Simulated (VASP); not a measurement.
# Ta (P1) in VASP: relaxation of cell and atoms with PBE

Aim: the relaxation of cell and atoms of Ta with PBE.

Program: VASP 6.6.1. These are calculated values, not measurements. Logs are shortened: lines on timing, memory, paths and dates and some standing lists are left out, and cuts for length are marked.

## (1) The cell of the first run

The typed cell holds 6 atoms: a = 5.979 Å, b = 4.772 Å, c = 5.918 Å, α = 118.01°, β = 99.97°, γ = 96.60°.

## (2) Relaxation of cell and atoms, PBE

The input, INCAR:

```
  ALGO = Normal
  EDIFF = 1E-6
  EDIFFG = -0.04
  ENCUT = 600
  GGA = PE
  IBRION = 2
  ISIF = 3
  ISMEAR = 0
  LASPH = T
  LCHARG = F
  LREAL = F
  LWAVE = F
  NELM = 100
  NSW = 90
  PREC = Accurate
  SIGMA = 0.1
```

The input, KPOINTS:

```
k-points
0
Gamma
  4 4 4
```

The input, POSCAR:

```
Ta
1.0
    5.9785482332      0.0000000000      0.0000000000
   -0.5487095217      4.7405422221      0.0000000000
   -1.0246234057     -2.9160701872      5.0461911679
Ta
6
Direct
    0.7904999161      0.5444859968      0.0427526597
    0.0042082571      0.8522947756      0.0383185811
    0.3674294639      0.0350527394      0.9075574176
    0.6914791536      0.0454647558      0.2353883863
    0.2207327651      0.6047305408      0.4211932605
    0.3196993701      0.9971963751      0.1974891557
```

Potentials or basis: VASP PAW PBE potentials, release 64 (Ta_pv).

On the command line:

```console
$ cat potpaw_PBE.64/Ta_pv/POTCAR > POTCAR
$ mpirun -np 1 vasp_std > vasp.out
```

OUTCAR:

```text
EDIFF = 1E-6
   EDIFFG = -0.04
   ENCUT = 600
   GGA = PE
   IBRION = 2
   ISIF = 3
   ISMEAR = 0
   LASPH = T
   LREAL = F
   NELM = 100
   NSW = 90
   PREC = Accurate

 ion  position               nearest neighbor table
   1  0.790  0.544  0.043-   2 1.85   4 2.32   5 2.99   3 3.00   4 3.13   6 3.33
   2  0.004  0.852  0.038-   6 1.84   1 1.85   4 2.42   3 2.62   5 3.16   5 3.17
   3  0.367  0.035  0.908-   6 1.87   4 2.47   5 2.54   2 2.62   1 3.00   5 3.33
   4  0.691  0.045  0.235-   6 2.17   1 2.32   2 2.42   3 2.47   1 3.13   5 3.53
   5  0.221  0.605  0.421-   3 2.54   6 2.75   6 2.82   1 2.99   2 3.16   2 3.17   3 3.33   4 3.53

   6  0.320  0.997  0.197-   2 1.84   3 1.87   4 2.17   5 2.75   5 2.82   1 3.33

  LATTYP: Found a triclinic cell.
 ALAT       =     4.7721926510
 B/A-ratio  =     1.5104258946
 C/A-ratio  =     1.1717444832
 COS(alpha) =     0.0026309489
 COS(beta)  =     0.3564644344
 COS(gamma) =     0.5666968765

  Lattice vectors:

 A1 = (   0.5487095217,  -4.7405422221,   0.0000000000)
 A2 = (  -5.4298387115,  -4.7405422221,   0.0000000000)
 A3 = (   1.5733329274,  -1.8244720349,  -5.0461911679)

Analysis of symmetry for initial positions (statically):
=====================================================================
 Subroutine PRICEL returns:
 Original cell was already a primitive cell.

 Routine SETGRP: Setting up the symmetry group for a
 triclinic supercell.

 Subroutine GETGRP returns: Found  1 space group operations
 (whereof  1 operations were pure point group operations)
 out of a pool of  2 trial point group operations.

The static configuration has the point symmetry C_1 .

Analysis of symmetry for dynamics (positions and initial velocities):
=====================================================================
 Subroutine PRICEL returns:
 Original cell was already a primitive cell.

 Routine SETGRP: Setting up the symmetry group for a
 triclinic supercell.

 Subroutine GETGRP returns: Found  1 space group operations
 (whereof  1 operations were pure point group operations)
 out of a pool of  2 trial point group operations.

The dynamic configuration has the point symmetry C_1 .

 Subroutine INISYM returns: Found  1 space group operations
 (whereof  1 operations are pure point group operations),
 and found     1 'primitive' translations

----------------------------------------------------------------------------------------

                                     Primitive cell

  volume of cell :     143.0169

  direct lattice vectors                    reciprocal lattice vectors
     5.978548233  0.000000000  0.000000000     0.167264687  0.019360597  0.045150920
    -0.548709522  4.740542222  0.000000000     0.000000000  0.210946333  0.121900715
    -1.024623406 -2.916070187  5.046191168     0.000000000  0.000000000  0.198169266

  length of vectors
     5.978548233  4.772192651  5.917547107     0.174329899  0.243635260  0.198169266

  position of ions in fractional coordinates (direct lattice)
     0.790499916  0.544485997  0.042752660
     0.004208257  0.852294776  0.038318581
     0.367429464  0.035052739  0.907557418
     0.691479154  0.045464756  0.235388386
     0.220732765  0.604730541  0.421193260
     0.319699370  0.997196375  0.197489156

  ion indices of the primitive-cell ions
   primitive index   ion index
                 1           1
                 2           2
                 3           3
                 4           4
                 5           5
                 6           6

----------------------------------------------------------------------------------------

 KPOINTS: k-points

Automatic generation of k-mesh.
 Grid dimensions read from file:
 generate k-points for:    4    4    4

 Generating k-lattice:

  Cartesian coordinates                     Fractional coordinates (reciprocal lattice)
     0.041816172  0.004840149  0.011287730     0.250000000  0.000000000  0.000000000
     0.000000000  0.052736583  0.030475179     0.000000000  0.250000000 -0.000000000
     0.000000000  0.000000000  0.049542317     0.000000000  0.000000000  0.250000000

  Length of vectors
     0.043582475  0.060908815  0.049542317

  Shift w.r.t. Gamma in fractional coordinates (k-lattice)
     0.000000000  0.000000000  0.000000000

 Subroutine IBZKPT returns following result:
 ===========================================

 Found     36 irreducible k-points:

 Following reciprocal coordinates:
            Coordinates               Weight
  0.000000  0.000000  0.000000      1.000000
  0.250000  0.000000  0.000000      2.000000
  0.500000  0.000000  0.000000      1.000000
  0.000000  0.250000  0.000000      2.000000
  0.250000  0.250000  0.000000      2.000000
  0.500000  0.250000  0.000000      2.000000
[... 16 lines left out ...]
  0.000000 -0.250000  0.250000      2.000000
  0.250000 -0.250000  0.250000      2.000000
 [... further k-points ...]
   k-points           NKPTS =     36   k-points in BZ     NKDIM =     36   number of bands    NBANDS=     39
   number of dos      NEDOS =    301   number of ions     NIONS =      6
   total plane-waves  NPLWV =  92160
   dimension x,y,z NGX =    48 NGY =   40 NGZ =   48
   dimension x,y,z NGXF=    96 NGYF=   80 NGZF=   96
   ions per type =               6
   NGX,Y,Z   is equivalent  to a cutoff of  13.35, 13.93, 13.48 a.u.
   NGXF,Y,Z  is equivalent  to a cutoff of  26.69, 27.87, 26.97 a.u.
 SYSTEM =  unknown system
   PREC   = accura    normal or accurate (medium, high low for compatibility)
   ISTART =      0    job   : 0-new  1-cont  2-samecut
   ICHARG =      2    charge: 1-file 2-atom 10-const
   ISPIN  =      1    spin polarized calculation?
   LNONCOLLINEAR =      F non collinear calculations
   LSORBIT =      F    spin-orbit coupling
   LASPH  =      T    aspherical Exc in radial PAW
   ENCUT  =  600.0 eV  44.10 Ry    6.64 a.u.  11.94  9.53 11.82*2*pi/ulx,y,z
   NELM   =    100;   NELMIN=  2; NELMDL= -5     # of ELM steps
   EDIFF  = 0.1E-05   stopping-criterion for ELM
   LREAL  =      F    real-space projection
   EDIFFG = -.4E-01   stopping-criterion for IOM
   NSW    =     90    number of steps for IOM
   IBRION =      2    ionic relax: 0-MD 1-quasi-New 2-CG
   NFREE  =      1    steps in history (QN), initial steepest desc. (CG)
   ISIF   =      3    stress and relaxation
   ISYM   =      2    0-nonsym 1-usesym 2-fastsym
   POTIM  = 0.5000    time-step for ionic-motion
   TEBEG  =    0.0;   TEEND  =   0.0 temperature during run
   PSTRESS=    0.0 pullay stress
   NELECT =      66.0000    total number of electrons
   NUPDOWN=      -1.0000    fix difference up-down
   EMIN   =  10.00;   EMAX   =-10.00  energy-range for DOS
   EFERMI =   0.00;   METHOD = LEGACY
   ISMEAR =     0;   SIGMA  =   0.10  broadening in eV -4-tet -1-fermi 0-gaus
   EFERMI_NEDOS =   21; number of points for ismear=-14 and -15
   IALGO  =     38    algorithm
   IMIX   =      4    mixing-type and parameters
     AMIX     =   0.40;   BMIX     =  1.00
     AMIX_MAG =   1.60;   BMIX_MAG =  1.00
  volume/ion in A,a.u.               =      23.84       160.85
  Fermi-wavevector in a.u.,A,eV,Ry     =   1.265106  2.390704 21.776039  1.600494
  Thomas-Fermi vector in A             =   2.398377
   LORBIT       =      0    0 simple, 1 ext, 2 COOP (PROOUT), +10 PAW based schemes
   GGA     = PE    functional components
   LHFCALC =     F    Hartree Fock is set to
   AEXX    =    0.0000 exact exchange contribution
   IVDW    =     0    specifies the selected vdW correction
   LEPSILON=     F    determine dielectric tensor
   LRPA    =     F    only Hartree local field effects (RPA)
 conjugate gradient relaxation of ions
 non-spin polarized calculation
 Gauss-broadening in eV      SIGMA  =   0.10
  energy-cutoff  :      600.00
  volume of cell :      143.02
 maximum number of plane-waves:      4798
   NGX = 23   NGY = 19   NGZ = 23

--------------------------------------- Ionic step        1  -------------------------------------------

 number of electron      66.0000002 magnetization

 Free energy of the ion-electron system (eV)
  ---------------------------------------------------
  ext. energy  EPLUGINS =         0.00000000
  ---------------------------------------------------
  free energy    TOTEN  =       -35.82263049 eV

  energy without entropy =      -35.78451309  energy(sigma->0) =      -35.80357179

------------------------ aborting loop because EDIFF is reached ----------------------------------------

  FORCE on cell =-STRESS in cart. coord.  units (eV):
  Direction    XX          YY          ZZ          XY          YZ          ZX
  --------------------------------------------------------------------------------------
  -------------------------------------------------------------------------------------
  Total      100.1243734     53.6454589     45.5823486     34.9187912    -12.2955003      9.5910043
  in kB     1121.6644052    600.9745645    510.6458719    391.1851217   -137.7429349    107.4452474
  external PRESSURE =     744.4282806 kB  Pullay stress =       0.0000000 kB
[... 101 lines left out ...]
  FREE ENERGIE OF THE ION-ELECTRON SYSTEM (eV)
  ---------------------------------------------------
  free  energy   TOTEN  =       -37.3022337334 eV

  energy  without entropy=      -37.1602916302  energy(sigma->0) =      -37.23126268

 E-fermi :  -0.9603     XC(G=0):  -6.6503

 val. band max:       -0.9649307065   @ k =   0.2500   0.5000   0.5000
 cond. band min:      -0.9557466559   @ k =   0.2500   0.5000   0.0000
 fundamental gap:      0.0091840506
 Fermi energy:        -0.9602987271

 k-point     1 :       0.0000    0.0000    0.0000
  band No.  band energies     occupation
      1     -36.7625      2.00000
      2     -36.6801      2.00000
      3     -36.6694      2.00000
      4     -36.5944      2.00000
      5     -36.5644      2.00000
      6     -36.4218      2.00000
[... 997 lines left out ...]
     38      -0.5549      0.00000
     39      -0.4633      0.00000

 [... further k-points ...]

 E-fermi :   2.3069     XC(G=0):  -9.9953

 val. band max:        2.2977044018   @ k =   0.0000   0.2500   0.5000
 cond. band min:       2.3097258135   @ k =  -0.2500   0.0000   0.2500
 fundamental gap:      0.0120214117
 Fermi energy:         2.3068978355

 k-point     1 :       0.0000    0.0000    0.0000
  band No.  band energies     occupation
      1     -32.9340      2.00000
      2     -32.8256      2.00000
      3     -32.4450      2.00000
      4     -32.3891      2.00000
      5     -32.3492      2.00000
      6     -32.3314      2.00000
[... 997 lines left out ...]
     38       3.2304      0.00000
     39       3.5492      0.00000

 [... further k-points ...]

 E-fermi :   3.3994     XC(G=0): -10.8129

 val. band max:        3.3942017799   @ k =   0.2500   0.2500   0.0000
 cond. band min:       3.4218133317   @ k =   0.0000   0.0000   0.2500
 fundamental gap:      0.0276115518
 Fermi energy:         3.3993729627

 k-point     1 :       0.0000    0.0000    0.0000
  band No.  band energies     occupation
      1     -31.6772      2.00000
      2     -31.4748      2.00000
      3     -31.3774      2.00000
      4     -31.2568      2.00000
      5     -31.2081      2.00000
      6     -31.1547      2.00000
[... 997 lines left out ...]
     38       4.6336      0.00000
     39       4.9663      0.00000

 [... further k-points ...]

[... ionic steps 4 to 49 ...]

--------------------------------------- Ionic step       50  -------------------------------------------

 number of electron      66.0000001 magnetization

------------------------ aborting loop because EDIFF is reached ----------------------------------------

  FORCE on cell =-STRESS in cart. coord.  units (eV):
  Direction    XX          YY          ZZ          XY          YZ          ZX
  --------------------------------------------------------------------------------------
  -------------------------------------------------------------------------------------
  Total       -0.0021451     -0.2135845     -0.0458068     -0.0936612     -0.0669809     -0.0516784
  in kB       -0.0313927     -3.1256731     -0.6703530     -1.3706723     -0.9802225     -0.7562805
  external PRESSURE =      -1.2758063 kB  Pullay stress =       0.0000000 kB
[... 65 lines left out ...]
  energy  without entropy=      -70.8376873113  energy(sigma->0) =      -70.85355494

--------------------------------------- Ionic step       52  -------------------------------------------

 number of electron      66.0000001 magnetization

 Free energy of the ion-electron system (eV)
  ---------------------------------------------------
  ext. energy  EPLUGINS =         0.00000000
  ---------------------------------------------------
  free energy    TOTEN  =       -70.86999313 eV

  energy without entropy =      -70.83897024  energy(sigma->0) =      -70.85448168

 E-fermi :   5.4285     XC(G=0): -12.5546

 val. band max:        5.3530469646   @ k =   0.0000   0.5000   0.2500
 cond. band min:       5.4851519897   @ k =  -0.2500   0.2500   0.2500
 fundamental gap:      0.1321050252
 Fermi energy:         5.4284542615

 k-point     1 :       0.0000    0.0000    0.0000
  band No.  band energies     occupation
      1     -28.8466      2.00000
      2     -28.6168      2.00000
      3     -28.6112      2.00000
      4     -28.5150      2.00000
      5     -28.5116      2.00000
      6     -28.5040      2.00000
[... 997 lines left out ...]
     38       7.6730      0.00000
     39       8.1340      0.00000

 [... further k-points ...]

------------------------ aborting loop because EDIFF is reached ----------------------------------------

  FORCE on cell =-STRESS in cart. coord.  units (eV):
  Direction    XX          YY          ZZ          XY          YZ          ZX
  --------------------------------------------------------------------------------------
  -------------------------------------------------------------------------------------
  Total        0.0107006      0.0513360     -0.0061034     -0.0361607     -0.0277023     -0.0060062
  in kB        0.1567369      0.7519410     -0.0893997     -0.5296616     -0.4057675     -0.0879759
  external PRESSURE =       0.2730927 kB  Pullay stress =       0.0000000 kB
[... 21 lines left out ...]
  FREE ENERGIE OF THE ION-ELECTRON SYSTEM (eV)
  ---------------------------------------------------
  free  energy   TOTEN  =       -70.8699931309 eV

  energy  without entropy=      -70.8389702351  energy(sigma->0) =      -70.85448168

 reached required accuracy - stopping structural energy minimisation
```

Run time: 89 min. Hardware: 1 thread of Intel Xeon 6975P-C (Granite Rapids), shared host; peak memory 0.49 GiB.

Results:

- Free energy: -70.8700 eV
- Relaxed volume: 18.23 Å³/atom
- Relaxed cell: a = 5.490 Å, b = 4.685 Å, c = 5.496 Å, α = 115.20°, β = 116.60°, γ = 64.73°
- Space group after relaxing (to 0.05 Å): Im-3m (No. 229)
- Energy gained by relaxing: 5841.2 meV/atom
- Ionic steps: 52
- Pressure after relaxing: 0.0 GPa
- Largest force after relaxing: 0.035 eV/Å
- Band gap on the k mesh: zero (band 33 reaches 5.73 eV, above the bottom of band 34 at 4.73 eV)

Forces in eV/Å, atoms in the order of the input:
```
Ta   0.002  0.024 -0.023
Ta  -0.009  0.016 -0.008
Ta   0.010 -0.026  0.021
Ta  -0.003 -0.012  0.021
Ta  -0.010  0.004  0.009
Ta   0.011 -0.007 -0.019
```

The path:
| step | energy change (eV) | largest force (eV/Å) | pressure (GPa) | volume (Å³) |
| --- | --- | --- | --- | --- |
| 1 | 0.0000 | 34.3742 | 74.44 | 143.02 |
| 3 | -1.4796 | 3.6575 | -8.70 | 435.82 |
| 5 | -14.6700 | 2.7458 | -16.99 | 251.69 |
| 7 | -22.0665 | 4.3777 | -1.81 | 166.97 |
| 9 | -22.1061 | 3.8217 | -4.16 | 170.64 |
| 11 | -25.9417 | 4.5517 | -0.81 | 146.34 |
| 13 | -29.9461 | 5.7602 | 4.16 | 120.04 |
| 15 | -31.1823 | 3.6459 | -1.16 | 120.00 |
| 17 | -32.7861 | 1.7568 | -1.44 | 116.19 |
| 19 | -33.4611 | 1.4888 | 4.86 | 110.38 |
| 21 | -33.6664 | 0.9800 | -4.35 | 115.32 |
| 23 | -33.9944 | 0.8197 | 0.76 | 111.60 |
| 25 | -34.1425 | 0.5264 | -0.63 | 112.11 |
| 27 | -34.4294 | 0.6524 | 6.87 | 107.18 |
| 29 | -34.4601 | 0.7087 | 7.86 | 106.60 |
| 31 | -34.4614 | 0.8265 | 8.86 | 106.09 |
| 33 | -34.4897 | 0.9304 | 8.88 | 106.02 |
| 35 | -34.5174 | 1.4299 | 10.18 | 105.55 |
| 37 | -34.6784 | 1.2547 | 5.69 | 107.60 |
| 39 | -34.8007 | 0.9686 | -2.03 | 111.65 |
| 41 | -34.8896 | 0.7850 | -1.23 | 110.82 |
| 43 | -34.9789 | 0.4142 | 4.79 | 106.97 |
| 45 | -35.0189 | 0.3056 | 2.32 | 108.20 |
| 47 | -35.0378 | 0.1950 | -0.46 | 109.70 |
| 49 | -35.0457 | 0.0932 | 0.27 | 109.26 |
| 51 | -35.0468 | 0.0470 | -0.29 | 109.57 |
| 52 | -35.0474 | 0.0349 | 0.03 | 109.38 |

Final structure:
```
CELL_PARAMETERS angstrom
5.19266 1.77783 -0.14009
0.54639 4.62272 0.52891
-1.55389 -2.70549 4.52453
ATOMIC_POSITIONS crystal
Ta 0.64928 0.51298 0.89124
Ta 0.98275 0.84629 0.89102
Ta 0.31502 0.17996 0.88927
Ta 0.81520 0.17983 0.38930
Ta 0.14934 0.51310 0.39063
Ta 0.48245 0.84707 0.39124
```

Levels at points of the mesh, in eV from the Fermi level:
| k point | band 29 | band 30 | band 31 | band 32 | band 33 | band 34 | band 35 | band 36 | band 37 | band 38 |
| --- | --- | --- | --- | --- | --- | --- | --- | --- | --- | --- |
| (0.00, 0.00, 0.00) | -1.05 | -1.04 | -1.03 | -0.28 | -0.23 | 0.63 | 0.68 | 0.78 | 1.45 | 3.14 |
| (0.50, 0.00, 0.00) | -1.01 | -1.01 | -0.10 | -0.09 | 0.08 | 0.08 | 1.09 | 1.09 | 1.67 | 1.67 |
| (0.00, 0.50, 0.00) | -0.74 | -0.72 | -0.53 | -0.51 | -0.26 | -0.24 | 1.45 | 1.54 | 2.84 | 2.89 |
| (0.50, 0.50, 0.00) | -0.75 | -0.75 | -0.59 | -0.59 | -0.21 | -0.21 | 0.27 | 0.28 | 2.24 | 2.25 |
| (0.00, 0.00, 0.50) | -0.57 | -0.57 | -0.55 | -0.54 | -0.14 | -0.14 | 1.25 | 1.26 | 2.67 | 2.68 |
| (0.50, 0.00, 0.50) | -1.46 | -1.45 | -0.74 | -0.71 | -0.55 | -0.51 | 1.51 | 2.85 | 2.91 | 3.75 |
| (0.00, 0.50, 0.50) | -0.75 | -0.74 | -0.60 | -0.59 | -0.22 | -0.21 | 0.28 | 0.29 | 2.24 | 2.24 |
| (0.50, 0.50, 0.50) | -0.74 | -0.72 | -0.52 | -0.52 | -0.26 | -0.23 | 1.46 | 1.54 | 2.85 | 2.89 |

Caveat: the k points lie up to 0.39 Å⁻¹ apart in the final cell; the volume moved by over 15 % at a fixed basis, so the end points are rough; spin-orbit coupling is left out, which moves the levels of the heavy elements.
